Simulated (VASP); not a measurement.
# Mg3O2 (I4/mmm) in VASP: single point with PBE

Aim: the single point of Mg3O2 with PBE.

Program: VASP 6.6.1. These are calculated values, not measurements. Logs are shortened: lines on timing, memory, paths and dates and some standing lists are left out, and cuts for length are marked.

### Step 1. The cell of the first run

It takes space group I4/mmm (No. 139, tetragonal). Conventional cell: a = 3.017 Å, b = 3.017 Å, c = 13.308 Å, α = 90.00°, β = 90.00°, γ = 90.00°. Mg (site symmetry 4mm) has 5 O at 2.13 to 2.14 Å within 2.8 Å. Within 3.2 Å of Mg (site symmetry 4/mmm) lie 2 O at 2.26 Å and 12 Mg at 3.02 to 3.10 Å. Within 2.8 Å of O (site symmetry 4mm) lie 6 Mg at 2.13 to 2.26 Å.

### Step 2. Single point, PBE

Contents of INCAR:

```
SYSTEM = Mg3O2
PREC     = Accurate       ! precision mode
ENCUT    = 520            ! plane-wave cutoff, eV
EDIFF    = 1E-7           ! SCF threshold, eV
ISMEAR   = 0              ! smearing method
SIGMA    = 0.1            ! smearing width, eV
LREAL    = .FALSE.        ! projectors in reciprocal space
LASPH    = .TRUE.         ! aspherical terms in the spheres
NELM     = 100            ! most SCF steps
ALGO     = Normal         ! electronic algorithm
ISIF     = 2              ! what is computed and relaxed
LWAVE    = .FALSE.        ! write WAVECAR
LCHARG   = .FALSE.        ! write CHGCAR
GGA      = PE             ! functional
NBANDS   = 17             ! bands
```

Contents of KPOINTS:

```
regular mesh
0
G
  14 14 14
  0 0 0
```

Contents of POSCAR:

```
Mg3O2
1.0
   -1.5085567557      1.5085567557      6.6537840895
    1.5085567557     -1.5085567557      6.6537840895
    1.5085567557      1.5085567557     -6.6537840895
Mg O
3 2
Direct
    0.6694415793      0.6694415793      0.0000000000
    0.3305584207      0.3305584207      0.0000000000
    0.0000000000      0.0000000000      0.0000000000
    0.8299842906      0.8299842906      0.0000000000
    0.1700157094      0.1700157094      0.0000000000
```

Potentials or basis: VASP PAW PBE potentials, release 64 (Mg, O).

Launch:

```
> cat potpaw_PBE.64/Mg/POTCAR potpaw_PBE.64/O/POTCAR > POTCAR
> mpirun -np 1 vasp_std > vasp.out
```

OUTCAR:

```text
SYSTEM = Mg3O2
   PREC = Accurate
   ENCUT = 520
   EDIFF = 1E-7
   ISMEAR = 0
   LREAL = .FALSE.
   LASPH = .TRUE.
   NELM = 100
   ISIF = 2
   GGA = PE

 ion  position               nearest neighbor table
   1  0.669  0.669  0.000-   5 2.13   5 2.13   5 2.13   5 2.13   4 2.14   2 3.02   2 3.02   2 3.02
                             2 3.02   3 3.10   3 3.10   3 3.10   3 3.10
   2  0.331  0.331  0.000-   4 2.13   4 2.13   4 2.13   4 2.13   5 2.14   1 3.02   1 3.02   1 3.02
                             1 3.02   3 3.10   3 3.10   3 3.10   3 3.10
   3  0.000  0.000  0.000-   4 2.26   5 2.26   2 3.10   1 3.10   1 3.10   1 3.10   2 3.10   2 3.10
                             1 3.10   2 3.10
   4  0.830  0.830  0.000-   2 2.13   2 2.13   2 2.13   2 2.13   1 2.14   3 2.26
   5  0.170  0.170  0.000-   1 2.13   1 2.13   1 2.13   1 2.13   2 2.14   3 2.26

  LATTYP: Found a body centered tetragonal cell.
 ALAT       =     3.0171135114
 C/A-ratio  =     4.4106952320

  Lattice vectors:

 A1 = (  -1.5085567557,   1.5085567557,   6.6537840895)
 A2 = (   1.5085567557,  -1.5085567557,   6.6537840895)
 A3 = (   1.5085567557,   1.5085567557,  -6.6537840895)

Analysis of symmetry for initial positions (statically):
=====================================================================
 Subroutine PRICEL returns:
 Original cell was already a primitive cell.

 Routine SETGRP: Setting up the symmetry group for a
 body centered tetragonal supercell.

 Subroutine GETGRP returns: Found 16 space group operations
 (whereof 16 operations were pure point group operations)
 out of a pool of 16 trial point group operations.

The static configuration has the point symmetry D_4h.

Analysis of symmetry for dynamics (positions and initial velocities):
=====================================================================
 Subroutine PRICEL returns:
 Original cell was already a primitive cell.

 Routine SETGRP: Setting up the symmetry group for a
 body centered tetragonal supercell.

 Subroutine GETGRP returns: Found 16 space group operations
 (whereof 16 operations were pure point group operations)
 out of a pool of 16 trial point group operations.

The dynamic configuration has the point symmetry D_4h.

 Subroutine INISYM returns: Found 16 space group operations
 (whereof 16 operations are pure point group operations),
 and found     1 'primitive' translations

----------------------------------------------------------------------------------------

                                     Primitive cell

  volume of cell :      60.5692

  direct lattice vectors                    reciprocal lattice vectors
    -1.508556756  1.508556756  6.653784090     0.000000000  0.331442618  0.075145210
     1.508556756 -1.508556756  6.653784090     0.331442618  0.000000000  0.075145210
     1.508556756  1.508556756 -6.653784090     0.331442618  0.331442618  0.000000000

  length of vectors
     6.987440853  6.987440853  6.987440853     0.339854397  0.339854397  0.468730645

  position of ions in fractional coordinates (direct lattice)
     0.669441579  0.669441579  0.000000000
     0.330558421  0.330558421  0.000000000
     0.000000000  0.000000000  0.000000000
     0.829984291  0.829984291  0.000000000
     0.170015709  0.170015709  0.000000000

  ion indices of the primitive-cell ions
   primitive index   ion index
                 1           1
                 2           2
                 3           3
                 4           4
                 5           5

----------------------------------------------------------------------------------------

 KPOINTS: regular mesh

Automatic generation of k-mesh.
 Grid dimensions read from file:
 generate k-points for:   14   14   14

 Generating k-lattice:

  Cartesian coordinates                     Fractional coordinates (reciprocal lattice)
     0.000000000  0.023674473  0.005367515     0.071428571  0.000000000  0.000000000
     0.023674473  0.000000000  0.005367515     0.000000000  0.071428571  0.000000000
     0.023674473  0.023674473  0.000000000     0.000000000  0.000000000  0.071428571

  Length of vectors
     0.024275314  0.024275314  0.033480760

  Shift w.r.t. Gamma in fractional coordinates (k-lattice)
     0.000000000  0.000000000  0.000000000

 Subroutine IBZKPT returns following result:
 ===========================================

 Found    244 irreducible k-points:

 Following reciprocal coordinates:
            Coordinates               Weight
  0.000000  0.000000  0.000000      1.000000
  0.071429 -0.000000  0.000000      8.000000
  0.142857  0.000000 -0.000000      8.000000
  0.214286 -0.000000  0.000000      8.000000
  0.285714 -0.000000  0.000000      8.000000
  0.357143  0.000000 -0.000000      8.000000
[... 16 lines left out ...]
  0.214286  0.142857  0.000000     16.000000
  0.285714  0.142857  0.000000     16.000000
 [... further k-points ...]
   k-points           NKPTS =    244   k-points in BZ     NKDIM =    244   number of bands    NBANDS=     17
   number of dos      NEDOS =    301   number of ions     NIONS =      5
   total plane-waves  NPLWV = 157464
   dimension x,y,z NGX =    54 NGY =   54 NGZ =   54
   dimension x,y,z NGXF=   108 NGYF=  108 NGZF=  108
   ions per type =               3   2
   NGX,Y,Z   is equivalent  to a cutoff of  12.85, 12.85, 12.85 a.u.
   NGXF,Y,Z  is equivalent  to a cutoff of  25.70, 25.70, 25.70 a.u.
 SYSTEM =  Mg3O2
   PREC   = accura    normal or accurate (medium, high low for compatibility)
   ISTART =      0    job   : 0-new  1-cont  2-samecut
   ICHARG =      2    charge: 1-file 2-atom 10-const
   ISPIN  =      1    spin polarized calculation?
   LNONCOLLINEAR =      F non collinear calculations
   LSORBIT =      F    spin-orbit coupling
   LASPH  =      T    aspherical Exc in radial PAW
   ENCUT  =  520.0 eV  38.22 Ry    6.18 a.u.  12.99 12.99 12.99*2*pi/ulx,y,z
   NELM   =    100;   NELMIN=  2; NELMDL= -5     # of ELM steps
   EDIFF  = 0.1E-06   stopping-criterion for ELM
   LREAL  =      F    real-space projection
   EDIFFG = 0.1E-05   stopping-criterion for IOM
   NSW    =      0    number of steps for IOM
   IBRION =     -1    ionic relax: 0-MD 1-quasi-New 2-CG
   NFREE  =      0    steps in history (QN), initial steepest desc. (CG)
   ISIF   =      2    stress and relaxation
   ISYM   =      2    0-nonsym 1-usesym 2-fastsym
   POTIM  = 0.5000    time-step for ionic-motion
   TEBEG  =    0.0;   TEEND  =   0.0 temperature during run
   PSTRESS=    0.0 pullay stress
   NELECT =      18.0000    total number of electrons
   NUPDOWN=      -1.0000    fix difference up-down
   EMIN   =  10.00;   EMAX   =-10.00  energy-range for DOS
   EFERMI =   0.00;   METHOD = LEGACY
   ISMEAR =     0;   SIGMA  =   0.10  broadening in eV -4-tet -1-fermi 0-gaus
   EFERMI_NEDOS =   21; number of points for ismear=-14 and -15
   IALGO  =     38    algorithm
   IMIX   =      4    mixing-type and parameters
     AMIX     =   0.40;   BMIX     =  1.00
     AMIX_MAG =   1.60;   BMIX_MAG =  1.00
  volume/ion in A,a.u.               =      12.11        81.75
  Fermi-wavevector in a.u.,A,eV,Ry     =   1.092484  2.064495 16.238836  1.193521
  Thomas-Fermi vector in A             =   2.228750
   LORBIT       =      0    0 simple, 1 ext, 2 COOP (PROOUT), +10 PAW based schemes
   GGA     = PE    functional components
   LHFCALC =     F    Hartree Fock is set to
   AEXX    =    0.0000 exact exchange contribution
   IVDW    =     0    specifies the selected vdW correction
   LEPSILON=     F    determine dielectric tensor
   LRPA    =     F    only Hartree local field effects (RPA)
 non-spin polarized calculation
 Gauss-broadening in eV      SIGMA  =   0.10
  energy-cutoff  :      520.00
  volume of cell :       60.57
 maximum number of plane-waves:      1654
 NGX is ok and might be reduce to    54
   NGX = 25   NGY = 25   NGZ = 25

 number of electron      18.0000001 magnetization

 Free energy of the ion-electron system (eV)
  ---------------------------------------------------
  ext. energy  EPLUGINS =         0.00000000
  ---------------------------------------------------
  free energy    TOTEN  =       -24.37948002 eV

  energy without entropy =      -24.37715620  energy(sigma->0) =      -24.37831811

 E-fermi :   5.7152     XC(G=0): -10.1225

 val. band max:        5.7089493768   @ k =   0.4286   0.4286   0.0000
 cond. band min:       5.7227062316   @ k =   0.5000   0.5000   0.0714
 fundamental gap:      0.0137568548
 Fermi energy:         5.7151527976

 k-point     1 :       0.0000    0.0000    0.0000
  band No.  band energies     occupation
      1     -14.9561      2.00000
      2     -14.2028      2.00000
      3      -2.3141      2.00000
      4       0.0322      2.00000
      5       0.7587      2.00000
      6       0.7587      2.00000
[... 9 lines left out ...]
     16      14.9415      0.00000
     17      15.0117      0.00000

 k-point     2 :       0.0714   -0.0000    0.0000
  band No.  band energies     occupation
      1     -14.9271      2.00000
      2     -14.1892      2.00000
      3      -2.2538      2.00000
      4      -0.1031      2.00000
      5       0.7273      2.00000
      6       0.7701      2.00000
[... 9 lines left out ...]
     16      14.9875      0.00000
     17      15.5957      0.00000

 k-point     3 :       0.1429    0.0000   -0.0000
  band No.  band energies     occupation
      1     -14.8430      2.00000
      2     -14.1522      2.00000
      3      -2.0800      2.00000
      4      -0.4708      2.00000
      5       0.2833      2.00000
      6       0.7134      2.00000
[... 9 lines left out ...]
     16      15.1263      0.00000
     17      15.5426      0.00000

 k-point     4 :       0.2143   -0.0000    0.0000
  band No.  band energies     occupation
      1     -14.7136      2.00000
      2     -14.1022      2.00000
      3      -1.8244      2.00000
      4      -0.9604      2.00000
      5      -0.3108      2.00000
      6       0.6791      2.00000
[... 9 lines left out ...]
     16      15.1857      0.00000
     17      15.3589      0.00000

 k-point     5 :       0.2857   -0.0000    0.0000
  band No.  band energies     occupation
      1     -14.5546      2.00000
      2     -14.0556      2.00000
      3      -1.6393      2.00000
      4      -1.4223      2.00000
      5      -0.7494      2.00000
      6       0.6415      2.00000
[... 9 lines left out ...]
     16      15.6784      0.00000
     17      15.7275      0.00000

 k-point     6 :       0.3571    0.0000   -0.0000
  band No.  band energies     occupation
      1     -14.3869      2.00000
      2     -14.0318      2.00000
      3      -1.8980      2.00000
      4      -1.7170      2.00000
      5      -0.6651      2.00000
      6       0.5650      2.00000
[... 9 lines left out ...]
     16      16.0565      0.00000
     17      16.1835      0.00000
[... 281 lines left out ...]
 k-point    21 :      -0.0714    0.0714    0.0000
  band No.  band energies     occupation
      1     -14.8989      2.00000
      2     -14.1754      2.00000
      3      -2.2022      2.00000
      4      -0.1550      2.00000
      5       0.5955      2.00000
      6       0.6859      2.00000
[... 9 lines left out ...]
     16      15.6078      0.00000
     17      15.6552      0.00000

 k-point    22 :       0.1429    0.1429   -0.0000
  band No.  band energies     occupation
      1     -14.7352      2.00000
      2     -14.1062      2.00000
      3      -1.8370      2.00000
      4      -0.6464      2.00000
      5       0.1011      2.00000
      6       0.1730      2.00000
[... 9 lines left out ...]
     16      14.6424      0.00000
     17      15.8184      0.00000

 k-point    23 :       0.2143    0.1429    0.0000
  band No.  band energies     occupation
      1     -14.6135      2.00000
      2     -14.0593      2.00000
      3      -1.6070      2.00000
      4      -0.9444      2.00000
      5      -0.2913      2.00000
      6       0.0594      2.00000
[... 9 lines left out ...]
     16      14.1025      0.00000
     17      15.6164      0.00000

 k-point    24 :       0.2857    0.1429    0.0000
  band No.  band energies     occupation
      1     -14.4648      2.00000
      2     -14.0151      2.00000
      3      -1.5069      2.00000
      4      -1.3167      2.00000
      5      -0.5823      2.00000
      6       0.0938      2.00000
[... 9 lines left out ...]
     16      14.3848      0.00000
     17      15.6015      0.00000

 [... further k-points ...]
[... 5 lines left out ...]
  --------------------------------------------------------------------------------------
  -------------------------------------------------------------------------------------
  Total       -0.2084275     -0.2084275     -0.1935089      0.0000000     -0.0000000     -0.0000000
  in kB       -5.5133250     -5.5133250     -5.1186976      0.0000000     -0.0000000     -0.0000000
  external PRESSURE =      -5.3817825 kB  Pullay stress =       0.0000000 kB

 VOLUME and BASIS-vectors are now :
 -----------------------------------------------------------------------------
  energy-cutoff  :      520.00
  volume of cell :       60.57
      direct lattice vectors                 reciprocal lattice vectors
    -1.508556756  1.508556756  6.653784090     0.000000000  0.331442618  0.075145210
     1.508556756 -1.508556756  6.653784090     0.331442618  0.000000000  0.075145210
     1.508556756  1.508556756 -6.653784090     0.331442618  0.331442618  0.000000000

 POSITION                                       TOTAL-FORCE (eV/Angst)
 -----------------------------------------------------------------------------------
      0.00000      0.00000      8.90864         0.000000      0.000000      0.012255
      0.00000      0.00000      4.39893        -0.000000     -0.000000     -0.012255
      0.00000      0.00000      0.00000         0.000000      0.000000     -0.000000
      0.00000      0.00000     11.04507        -0.000000     -0.000000      0.010256
      0.00000      0.00000      2.26250         0.000000      0.000000     -0.010256
 -----------------------------------------------------------------------------------
    total drift:                               -0.000000     -0.000000      0.000000

  FREE ENERGIE OF THE ION-ELECTRON SYSTEM (eV)
  ---------------------------------------------------
  free  energy   TOTEN  =       -24.3794800232 eV

  energy  without entropy=      -24.3771562015  energy(sigma->0) =      -24.37831811
```

Wall time 30 min (1 thread of Intel Xeon 8259CL, shared host); peak memory 0.54 GiB.

Results:

```
Free energy            : -24.3795 eV
Pressure               : -0.5 GPa
Largest force          : 0.012 eV/Å
Band gap on the k mesh : zero (bands 9 and 10 overlap by 1.44 eV)
```

Forces in eV/Å, atoms in the order of the input:
```
Mg   0.000  0.000  0.012
Mg   0.000  0.000 -0.012
Mg   0.000  0.000  0.000
O    0.000  0.000  0.010
O    0.000  0.000 -0.010
```
